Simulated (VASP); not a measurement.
# CdF2 (Fm-3m) in VASP: single point with r2SCAN

Aim: the single point of CdF2 with r2SCAN.

Everything below comes from runs of VASP 6.6.1. Logs are shortened: lines on timing, memory, paths and dates and some standing lists are left out, and cuts for length are marked.

### Step 1. The cell of the first run

The structure is cubic, space group Fm-3m (No. 225). Conventional cell: a = 5.389 Å, b = 5.389 Å, c = 5.389 Å, α = 90.00°, β = 90.00°, γ = 90.00°. Cd (site symmetry m-3m) has 8 F at 2.33 Å within 3.1 Å. F (site symmetry -43m) has 4 Cd at 2.33 Å and 6 F at 2.69 Å within 3.1 Å.

### Step 2. Single point, r2SCAN

Contents of POSCAR:

```
CdF2
1.0
    0.0000000000      2.6943976162      2.6943976162
    2.6943976162      0.0000000000      2.6943976162
    2.6943976162      2.6943976162      0.0000000000
Cd F
1 2
Direct
    0.0000000000      0.0000000000      0.0000000000
    0.2500000000      0.2500000000      0.2500000000
    0.7500000000      0.7500000000      0.7500000000
```

Contents of INCAR.step1:

```
SYSTEM = CdF2
PREC     = Accurate       ! precision mode
ENCUT    = 770            ! plane-wave cutoff, eV
ISMEAR   = 0              ! smearing method
SIGMA    = 0.02           ! smearing width, eV
LREAL    = .FALSE.        ! projectors in reciprocal space
LASPH    = .TRUE.         ! aspherical terms in the spheres
NELM     = 120            ! most SCF steps
NBANDS   = 24             ! bands
GGA      = PE             ! functional
ALGO     = Normal         ! electronic algorithm
EDIFF    = 1E-5           ! SCF threshold, eV
LWAVE    = .TRUE.         ! write WAVECAR
LCHARG   = .FALSE.        ! write CHGCAR
GGA_COMPAT= .FALSE.
```

Contents of INCAR.step2:

```
SYSTEM = CdF2
PREC     = Accurate       ! precision mode
ENCUT    = 770            ! plane-wave cutoff, eV
EDIFF    = 1E-6           ! SCF threshold, eV
ISMEAR   = 0              ! smearing method
SIGMA    = 0.02           ! smearing width, eV
LREAL    = .FALSE.        ! projectors in reciprocal space
LASPH    = .TRUE.         ! aspherical terms in the spheres
NELM     = 120            ! most SCF steps
ALGO     = Normal         ! electronic algorithm
ISIF     = 2              ! what is computed and relaxed
LWAVE    = .FALSE.        ! write WAVECAR
LCHARG   = .FALSE.        ! write CHGCAR
METAGGA  = R2SCAN         ! meta-GGA
LMIXTAU  = .TRUE.       
NBANDS   = 24             ! bands
ISTART   = 1            
GGA_COMPAT= .FALSE.
```

Contents of KPOINTS:

```
regular mesh
0
G
  8 8 8
  0 0 0
```

Potentials or basis: VASP PAW PBE potentials, release 64 (Cd_sv_GW, F).

On the command line:

```
cat potpaw_PBE.64/Cd_sv_GW/POTCAR potpaw_PBE.64/F/POTCAR > POTCAR
cp INCAR.step1 INCAR
mpirun -np 1 vasp_std > vasp.out
cp INCAR.step2 INCAR
mpirun -np 1 vasp_std > vasp.out
```

OUTCAR:

```text
SYSTEM = CdF2
   PREC = Accurate
   ENCUT = 770
   EDIFF = 1E-6
   ISMEAR = 0
   LREAL = .FALSE.
   LASPH = .TRUE.
   NELM = 120
   ISIF = 2
   METAGGA = R2SCAN
   ISTART = 1

 ion  position               nearest neighbor table
   1  0.000  0.000  0.000-
   2  0.250  0.250  0.250-
   3  0.750  0.750  0.750-

  LATTYP: Found a face centered cubic cell.
 ALAT       =     5.3887952324

  Lattice vectors:

 A1 = (   0.0000000000,   2.6943976162,   2.6943976162)
 A2 = (   2.6943976162,   0.0000000000,   2.6943976162)
 A3 = (   2.6943976162,   2.6943976162,   0.0000000000)

Analysis of symmetry for initial positions (statically):
=====================================================================
 Subroutine PRICEL returns:
 Original cell was already a primitive cell.

 Routine SETGRP: Setting up the symmetry group for a
 face centered cubic supercell.

 Subroutine GETGRP returns: Found 48 space group operations
 (whereof 48 operations were pure point group operations)
 out of a pool of 48 trial point group operations.

The static configuration has the point symmetry O_h .

Analysis of symmetry for dynamics (positions and initial velocities):
=====================================================================
 Subroutine PRICEL returns:
 Original cell was already a primitive cell.

 Routine SETGRP: Setting up the symmetry group for a
 face centered cubic supercell.

 Subroutine GETGRP returns: Found 48 space group operations
 (whereof 48 operations were pure point group operations)
 out of a pool of 48 trial point group operations.

The dynamic configuration has the point symmetry O_h .

 Subroutine INISYM returns: Found 48 space group operations
 (whereof 48 operations are pure point group operations),
 and found     1 'primitive' translations

----------------------------------------------------------------------------------------

                                     Primitive cell

  volume of cell :      39.1215

  direct lattice vectors                    reciprocal lattice vectors
     0.000000000  2.694397616  2.694397616    -0.185570235  0.185570235  0.185570235
     2.694397616  0.000000000  2.694397616     0.185570235 -0.185570235  0.185570235
     2.694397616  2.694397616  0.000000000     0.185570235  0.185570235 -0.185570235

[... 80 lines left out ...]
   LNONCOLLINEAR =      F non collinear calculations
   LSORBIT =      F    spin-orbit coupling
   LASPH  =      T    aspherical Exc in radial PAW
   ENCUT  =  770.0 eV  56.59 Ry    7.52 a.u.   8.62  8.62  8.62*2*pi/ulx,y,z
   NELM   =    120;   NELMIN=  2; NELMDL=  0     # of ELM steps
   EDIFF  = 0.1E-05   stopping-criterion for ELM
   LREAL  =      F    real-space projection
   EDIFFG = 0.1E-04   stopping-criterion for IOM
   NSW    =      0    number of steps for IOM
   IBRION =     -1    ionic relax: 0-MD 1-quasi-New 2-CG
   NFREE  =      0    steps in history (QN), initial steepest desc. (CG)
   ISIF   =      2    stress and relaxation
   ISYM   =      2    0-nonsym 1-usesym 2-fastsym
   POTIM  = 0.5000    time-step for ionic-motion
   TEBEG  =    0.0;   TEEND  =   0.0 temperature during run
   PSTRESS=    0.0 pullay stress
   NELECT =      34.0000    total number of electrons
   NUPDOWN=      -1.0000    fix difference up-down
   EMIN   =  10.00;   EMAX   =-10.00  energy-range for DOS
   EFERMI =   0.00;   METHOD = LEGACY
   ISMEAR =     0;   SIGMA  =   0.02  broadening in eV -4-tet -1-fermi 0-gaus
   EFERMI_NEDOS =   21; number of points for ismear=-14 and -15
   IALGO  =     38    algorithm
   IMIX   =      4    mixing-type and parameters
     AMIX     =   0.40;   BMIX     =  1.00
     AMIX_MAG =   1.60;   BMIX_MAG =  1.00
  volume/ion in A,a.u.               =      13.04        88.00
  Fermi-wavevector in a.u.,A,eV,Ry     =   1.562294  2.952308 33.208594  2.440763
  Thomas-Fermi vector in A             =   2.665234
   LORBIT       =      0    0 simple, 1 ext, 2 COOP (PROOUT), +10 PAW based schemes
   METAGGA = R2SCAN    functional components
   LHFCALC =     F    Hartree Fock is set to
   AEXX    =    0.0000 exact exchange contribution
   IVDW    =     0    specifies the selected vdW correction
   LEPSILON=     F    determine dielectric tensor
   LRPA    =     F    only Hartree local field effects (RPA)
 non-spin polarized calculation
 Gauss-broadening in eV      SIGMA  =   0.02
  energy-cutoff  :      770.00
  volume of cell :       39.12
 maximum number of plane-waves:      1924
 NGX is ok and might be reduce to    36
   NGX = 17   NGY = 17   NGZ = 17

 number of electron      33.9999995 magnetization

 Free energy of the ion-electron system (eV)
  ---------------------------------------------------
  ext. energy  EPLUGINS =         0.00000000
  ---------------------------------------------------
  free energy    TOTEN  =       -33.84558319 eV

  energy without entropy =      -33.84558319  energy(sigma->0) =      -33.84558319

 E-fermi :   0.3240     XC(G=0): -11.2044

 val. band max:        0.0688200571   @ k =  -0.2500   0.5000   0.2500
 cond. band min:       3.8560225986   @ k =   0.0000   0.0000   0.0000
 fundamental gap:      3.7872025415
 Fermi energy:         0.3239627699

 k-point     1 :       0.0000    0.0000    0.0000
  band No.  band energies     occupation
      1    -100.9136      2.00000
      2     -61.1122      2.00000
      3     -61.1122      2.00000
      4     -61.1122      2.00000
      5     -21.8514      2.00000
      6     -20.7932      2.00000
[... 637 lines left out ...]
     23      19.5681      0.00000
     24      23.1140      0.00000

 [... further k-points ...]

------------------------ aborting loop because EDIFF is reached ----------------------------------------

  FORCE on cell =-STRESS in cart. coord.  units (eV):
  Direction    XX          YY          ZZ          XY          YZ          ZX
  --------------------------------------------------------------------------------------
  -------------------------------------------------------------------------------------
  Total       -0.1078426     -0.1078426     -0.1078426      0.0000000      0.0000000      0.0000000
  in kB       -4.4165790     -4.4165790     -4.4165790      0.0000000      0.0000000      0.0000000
  external PRESSURE =      -4.4165790 kB  Pullay stress =       0.0000000 kB

 VOLUME and BASIS-vectors are now :
 -----------------------------------------------------------------------------
  energy-cutoff  :      770.00
  volume of cell :       39.12
      direct lattice vectors                 reciprocal lattice vectors
     0.000000000  2.694397616  2.694397616    -0.185570235  0.185570235  0.185570235
     2.694397616  0.000000000  2.694397616     0.185570235 -0.185570235  0.185570235
     2.694397616  2.694397616  0.000000000     0.185570235  0.185570235 -0.185570235

 POSITION                                       TOTAL-FORCE (eV/Angst)
 -----------------------------------------------------------------------------------
      0.00000      0.00000      0.00000         0.000000     -0.000000     -0.000000
      1.34720      1.34720      1.34720        -0.000000      0.000000     -0.000000
      4.04160      4.04160      4.04160         0.000000      0.000000      0.000000
 -----------------------------------------------------------------------------------
    total drift:                               -0.000000      0.000000      0.000000

  FREE ENERGIE OF THE ION-ELECTRON SYSTEM (eV)
  ---------------------------------------------------
  free  energy   TOTEN  =       -33.8455831888 eV

  energy  without entropy=      -33.8455831888  energy(sigma->0) =      -33.84558319
```

OUTCAR.step1:

```text
SYSTEM = CdF2
   PREC = Accurate
   ENCUT = 770
   ISMEAR = 0
   LREAL = .FALSE.
   LASPH = .TRUE.
   NELM = 120
[... 872 lines left out ...]
      0.00000      0.00000      0.00000         0.000000      0.000000     -0.000000
      1.34720      1.34720      1.34720        -0.000000     -0.000000     -0.000000
      4.04160      4.04160      4.04160         0.000000      0.000000      0.000000
 -----------------------------------------------------------------------------------
    total drift:                               -0.000000      0.000000      0.000000

  FREE ENERGIE OF THE ION-ELECTRON SYSTEM (eV)
  ---------------------------------------------------
  free  energy   TOTEN  =       -10.9834584853 eV

  energy  without entropy=      -10.9834584853  energy(sigma->0) =      -10.98345849
```

OSZICAR.step1:

```text
N       E                     dE             d eps       ncg     rms          rms(c)
DAV:   1     0.700470135054E+03    0.70047E+03   -0.24275E+04  1400   0.250E+03
DAV:   2     0.568832743400E+02   -0.64359E+03   -0.58525E+03  1400   0.721E+02
DAV:   3    -0.105731515135E+02   -0.67456E+02   -0.66613E+02  2104   0.258E+02
DAV:   4    -0.126075504418E+02   -0.20344E+01   -0.20336E+01  1608   0.475E+01
DAV:   5    -0.126703474661E+02   -0.62797E-01   -0.62794E-01  2072   0.961E+00    0.126E+01
DAV:   6    -0.109865367713E+02    0.16838E+01   -0.39479E+00  2096   0.485E+01    0.104E+01
DAV:   7    -0.109950289027E+02   -0.84921E-02   -0.47674E-01  1416   0.712E+00    0.691E+00
DAV:   8    -0.109932387912E+02    0.17901E-02   -0.14643E-01  1864   0.668E+00    0.146E+00
DAV:   9    -0.109832131283E+02    0.10026E-01   -0.38264E-02  2112   0.461E+00    0.242E-01
DAV:  10    -0.109834102715E+02   -0.19714E-03   -0.23699E-03  1704   0.564E-01    0.207E-01
DAV:  11    -0.109834555272E+02   -0.45256E-04   -0.35456E-04  2008   0.528E-01    0.520E-02
DAV:  12    -0.109834584853E+02   -0.29582E-05   -0.35963E-05  1712   0.631E-02
   1 F= -.10983458E+02 E0= -.10983458E+02  d E =-.215104-134
```

Wall time 5.7 min (1 thread of AMD EPYC 7R43 (Zen 3), shared host); peak memory 0.22 GiB.

What came out:

```yaml
Free_energy: -33.8456 eV
Pressure: -0.4 GPa
Band_gap_on_the_k_mesh: 3.79 eV (least direct gap 4.30 eV)
```

Caveat: the PAW data sets were made with another functional, which shifts forces and pressure a little. A k mesh can miss the band edges.
